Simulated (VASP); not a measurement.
# GaAs (I-4m2) in VASP: further runs, part 2 of 2

VASP 6.6.1. The steps go on from the part before.

### Step 6. Single point, r2SCAN (strain +0.0050 x Voigt [0, 0, 1, 0, 0, 0])

Input file POSCAR:

```
GaAs
1.0
    0.0000000000      2.8332036537      2.8473696720
    2.8332036537      0.0000000000      2.8473696720
    2.8332036537      2.8332036537      0.0000000000
Ga As
1 1
Direct
    0.0000000000      0.0000000000      0.0000000000
    0.7500000000      0.7500000000      0.7500000000
```

Input file INCAR.step1:

```
SYSTEM = GaAs
PREC = Accurate
ENCUT = 520
ISMEAR = 0
SIGMA = 0.05
LREAL = .FALSE.
LASPH = .TRUE.
NELM = 80
NBANDS = 16
GGA = PE
ALGO = Normal
EDIFF = 1E-4
LWAVE = .TRUE.
LCHARG = .FALSE.
```

Input file INCAR.step2:

```
SYSTEM = GaAs
PREC = Accurate
ENCUT = 520
EDIFF = 1E-6
ISMEAR = 0
SIGMA = 0.05
LREAL = .FALSE.
LASPH = .TRUE.
NELM = 80
ALGO = Normal
ISIF = 2
LWAVE = .FALSE.
LCHARG = .FALSE.
METAGGA = R2SCAN
LMIXTAU = .TRUE.
NBANDS = 16
ISTART = 1
```

Input file KPOINTS:

```
Automatic mesh
0
G
  8 8 8
  0 0 0
```

Potentials or basis: VASP PAW PBE potentials, release 64 (Ga_d, As).

Launch:

```bash
$ cat potpaw_PBE.64/Ga_d/POTCAR potpaw_PBE.64/As/POTCAR > POTCAR
$ cp INCAR.step1 INCAR
$ mpirun -np 1 vasp_std > vasp.out
$ cp INCAR.step2 INCAR
$ mpirun -np 1 vasp_std > vasp.out
```

OUTCAR:

```text
SYSTEM = GaAs
   PREC = Accurate
   ENCUT = 520
   EDIFF = 1E-6
   ISMEAR = 0
   LREAL = .FALSE.
   LASPH = .TRUE.
   NELM = 80
   ISIF = 2
   METAGGA = R2SCAN
   ISTART = 1

 ion  position               nearest neighbor table
   1  0.000  0.000  0.000-   2 2.46   2 2.46   2 2.46   2 2.46
   2  0.750  0.750  0.750-   1 2.46   1 2.46   1 2.46   1 2.46

  LATTYP: Found a body centered tetragonal cell.
 ALAT       =     4.0067550320
 C/A-ratio  =     1.4212846302

  Lattice vectors:

 A1 = (  -2.8332036537,   0.0000000000,   2.8473696720)
 A2 = (   2.8332036537,   0.0000000000,   2.8473696720)
 A3 = (   0.0000000000,   2.8332036537,  -2.8473696720)

Analysis of symmetry for initial positions (statically):
=====================================================================
 Subroutine PRICEL returns:
 Original cell was already a primitive cell.

 Routine SETGRP: Setting up the symmetry group for a
 body centered tetragonal supercell.

 Subroutine GETGRP returns: Found  8 space group operations
 (whereof  8 operations were pure point group operations)
 out of a pool of 16 trial point group operations.

The static configuration has the point symmetry D_2d.

Analysis of symmetry for dynamics (positions and initial velocities):
=====================================================================
 Subroutine PRICEL returns:
 Original cell was already a primitive cell.

 Routine SETGRP: Setting up the symmetry group for a
 body centered tetragonal supercell.

 Subroutine GETGRP returns: Found  8 space group operations
 (whereof  8 operations were pure point group operations)
 out of a pool of 16 trial point group operations.

The dynamic configuration has the point symmetry D_2d.

 Subroutine INISYM returns: Found  8 space group operations
 (whereof  8 operations are pure point group operations),
 and found     1 'primitive' translations

----------------------------------------------------------------------------------------

                                     Primitive cell

  volume of cell :      45.7119

  direct lattice vectors                    reciprocal lattice vectors
     0.000000000  2.833203654  2.847369672    -0.176478666  0.176478666  0.175600662
     2.833203654  0.000000000  2.847369672     0.176478666 -0.176478666  0.175600662
     2.833203654  2.833203654  0.000000000     0.176478666  0.176478666 -0.175600662

  length of vectors
     4.016784409  4.016784409  4.006755032     0.305163942  0.305163942  0.305163942

  position of ions in fractional coordinates (direct lattice)
     0.000000000  0.000000000  0.000000000
     0.750000000  0.750000000  0.750000000

  ion indices of the primitive-cell ions
   primitive index   ion index
                 1           1
                 2           2

----------------------------------------------------------------------------------------

 KPOINTS: Automatic mesh

Automatic generation of k-mesh.
 Grid dimensions read from file:
 generate k-points for:    8    8    8

 Generating k-lattice:

  Cartesian coordinates                     Fractional coordinates (reciprocal lattice)
    -0.022059833  0.022059833  0.021950083     0.125000000 -0.000000000  0.000000000
     0.022059833 -0.022059833  0.021950083    -0.000000000  0.125000000  0.000000000
     0.022059833  0.022059833 -0.021950083     0.000000000  0.000000000  0.125000000

  Length of vectors
     0.038145493  0.038145493  0.038145493

  Shift w.r.t. Gamma in fractional coordinates (k-lattice)
     0.000000000  0.000000000  0.000000000

 Subroutine IBZKPT returns following result:
 ===========================================

 Found     59 irreducible k-points:

 Following reciprocal coordinates:
            Coordinates               Weight
  0.000000  0.000000  0.000000      1.000000
  0.125000 -0.000000  0.000000      8.000000
  0.250000 -0.000000  0.000000      8.000000
  0.375000  0.000000  0.000000      8.000000
  0.500000 -0.000000  0.000000      4.000000
  0.125000  0.125000  0.000000      2.000000
[... 16 lines left out ...]
  0.250000  0.000000  0.125000     16.000000
  0.375000  0.000000  0.125000     16.000000
 [... further k-points ...]
   k-points           NKPTS =     59   k-points in BZ     NKDIM =     59   number of bands    NBANDS=     16
   number of dos      NEDOS =    301   number of ions     NIONS =      2
   total plane-waves  NPLWV =  27000
   dimension x,y,z NGX =    30 NGY =   30 NGZ =   30
   dimension x,y,z NGXF=    60 NGYF=   60 NGZF=   60
   ions per type =               1   1
   NGX,Y,Z   is equivalent  to a cutoff of  12.42, 12.42, 12.45 a.u.
   NGXF,Y,Z  is equivalent  to a cutoff of  24.83, 24.83, 24.89 a.u.
 SYSTEM =  GaAs
   PREC   = accura    normal or accurate (medium, high low for compatibility)
   ISTART =      1    job   : 0-new  1-cont  2-samecut
   ICHARG =      0    charge: 1-file 2-atom 10-const
   ISPIN  =      1    spin polarized calculation?
   LNONCOLLINEAR =      F non collinear calculations
   LSORBIT =      F    spin-orbit coupling
   LASPH  =      T    aspherical Exc in radial PAW
   ENCUT  =  520.0 eV  38.22 Ry    6.18 a.u.   7.47  7.47  7.45*2*pi/ulx,y,z
   NELM   =     80;   NELMIN=  2; NELMDL=  0     # of ELM steps
   EDIFF  = 0.1E-05   stopping-criterion for ELM
   LREAL  =      F    real-space projection
   EDIFFG = 0.1E-04   stopping-criterion for IOM
   NSW    =      0    number of steps for IOM
   IBRION =     -1    ionic relax: 0-MD 1-quasi-New 2-CG
   NFREE  =      0    steps in history (QN), initial steepest desc. (CG)
   ISIF   =      2    stress and relaxation
   ISYM   =      2    0-nonsym 1-usesym 2-fastsym
   POTIM  = 0.5000    time-step for ionic-motion
   TEBEG  =    0.0;   TEEND  =   0.0 temperature during run
   PSTRESS=    0.0 pullay stress
   NELECT =      18.0000    total number of electrons
   NUPDOWN=      -1.0000    fix difference up-down
   EMIN   =  10.00;   EMAX   =-10.00  energy-range for DOS
   EFERMI =   0.00;   METHOD = LEGACY
   ISMEAR =     0;   SIGMA  =   0.05  broadening in eV -4-tet -1-fermi 0-gaus
   EFERMI_NEDOS =   21; number of points for ismear=-14 and -15
   IALGO  =     38    algorithm
   IMIX   =      4    mixing-type and parameters
     AMIX     =   0.40;   BMIX     =  1.00
     AMIX_MAG =   1.60;   BMIX_MAG =  1.00
  volume/ion in A,a.u.               =      22.86       154.24
  Fermi-wavevector in a.u.,A,eV,Ry     =   1.199930  2.267539 19.590099  1.439832
  Thomas-Fermi vector in A             =   2.335779
   LORBIT       =      0    0 simple, 1 ext, 2 COOP (PROOUT), +10 PAW based schemes
   METAGGA = R2SCAN    functional components
   LHFCALC =     F    Hartree Fock is set to
   AEXX    =    0.0000 exact exchange contribution
   IVDW    =     0    specifies the selected vdW correction
   LEPSILON=     F    determine dielectric tensor
   LRPA    =     F    only Hartree local field effects (RPA)
 non-spin polarized calculation
 Gauss-broadening in eV      SIGMA  =   0.05
  energy-cutoff  :      520.00
  volume of cell :       45.71
 maximum number of plane-waves:      1251
 NGX is ok and might be reduce to    30
   NGX = 15   NGY = 15   NGZ = 15

 number of electron      17.9999988 magnetization

 Free energy of the ion-electron system (eV)
  ---------------------------------------------------
  ext. energy  EPLUGINS =         0.00000000
  ---------------------------------------------------
  free energy    TOTEN  =       -27.05296656 eV

  energy without entropy =      -27.05296656  energy(sigma->0) =      -27.05296656

 E-fermi :   3.8563     XC(G=0): -10.1991

 val. band max:        3.5792483682   @ k =   0.0000   0.0000   0.0000
 cond. band min:       4.4715309216   @ k =   0.0000   0.0000   0.0000
 fundamental gap:      0.8922825534
 Fermi energy:         3.8563339356

 k-point     1 :       0.0000    0.0000    0.0000
  band No.  band energies     occupation
      1     -11.6475      2.00000
      2     -11.6463      2.00000
      3     -11.6462      2.00000
      4     -11.5607      2.00000
      5     -11.5598      2.00000
      6      -9.5546      2.00000
[... 8 lines left out ...]
     15      14.1228      0.00000
     16      14.2213      0.00000
[... 419 lines left out ...]
 k-point    24 :       0.3750    0.0000    0.1250
  band No.  band energies     occupation
      1     -11.7195      2.00000
      2     -11.6269      2.00000
      3     -11.6241      2.00000
      4     -11.5651      2.00000
      5     -11.5548      2.00000
      6      -8.2244      2.00000
[... 8 lines left out ...]
     15      14.3582      0.00000
     16      15.1487      0.00000

 [... further k-points ...]
[... 5 lines left out ...]
  --------------------------------------------------------------------------------------
  -------------------------------------------------------------------------------------
  Total       -0.0365859     -0.0365859     -0.1312511      0.0000000     -0.0000000      0.0000000
  in kB       -1.2823167     -1.2823167     -4.6002785      0.0000000     -0.0000000      0.0000000
  external PRESSURE =      -2.3883040 kB  Pullay stress =       0.0000000 kB

 VOLUME and BASIS-vectors are now :
 -----------------------------------------------------------------------------
  energy-cutoff  :      520.00
  volume of cell :       45.71
      direct lattice vectors                 reciprocal lattice vectors
     0.000000000  2.833203654  2.847369672    -0.176478666  0.176478666  0.175600662
     2.833203654  0.000000000  2.847369672     0.176478666 -0.176478666  0.175600662
     2.833203654  2.833203654  0.000000000     0.176478666  0.176478666 -0.175600662

 POSITION                                       TOTAL-FORCE (eV/Angst)
 -----------------------------------------------------------------------------------
      0.00000      0.00000      0.00000        -0.000000     -0.000000      0.000000
      4.24981      4.24981      4.27105         0.000000      0.000000      0.000000
 -----------------------------------------------------------------------------------
    total drift:                               -0.000002     -0.000002      0.000002

  FREE ENERGIE OF THE ION-ELECTRON SYSTEM (eV)
  ---------------------------------------------------
  free  energy   TOTEN  =       -27.0529665628 eV

  energy  without entropy=      -27.0529665628  energy(sigma->0) =      -27.05296656
```

Run time: 2.5 min. Hardware: 1 thread of Intel Xeon 8259CL, shared host; peak memory 0.2 GiB.

Results:

| Property | Result |
| --- | --- |
| Free energy | -27.0530 eV |
| Pressure | -0.2 GPa |
| Band gap on the k mesh | 0.89 eV |

Stress tensor (GPa, compression positive):
```
-0.13  0.00  0.00
 0.00 -0.13  0.00
 0.00  0.00 -0.46
```

Caveat: the cell differs from its parent crystal (strain +0.0050 x Voigt [0, 0, 1, 0, 0, 0]); the PAW data sets were made with another functional, which shifts forces and pressure a little.

### Step 7. Summary

```csv
cell,gap on the mesh (eV),pressure (GPa)
"a = 3.967, b = 3.967, c = 4.007 Å, angles 59.7, 59.7, 60.7°, 2 atoms",1.02,1.7
"a = 3.977, b = 3.977, c = 4.007 Å, angles 59.8, 59.8, 60.5°, 2 atoms",1.00,1.3
"a = 3.987, b = 3.987, c = 4.007 Å, angles 59.8, 59.8, 60.3°, 2 atoms",0.98,0.9
"a = 3.997, b = 3.997, c = 4.007 Å, angles 59.9, 59.9, 60.2°, 2 atoms",0.96,0.5
"a = 4.017, b = 4.017, c = 4.007 Å, angles 60.1, 60.1, 59.8°, 2 atoms",0.89,-0.2
```

Alike in all rows: task single point; level r2SCAN; potentials or basis VASP PAW PBE potentials, release 64 (Ga_d, As); no spin polarisation; k mesh 8 × 8 × 8; cutoff (eV) 520; smearing gaussian 0.05 eV.

Caveats: the PAW data sets were made with another functional, which shifts forces and pressure a little.

Total energies depend on the potentials used, so only differences within one code and one set of settings carry meaning.
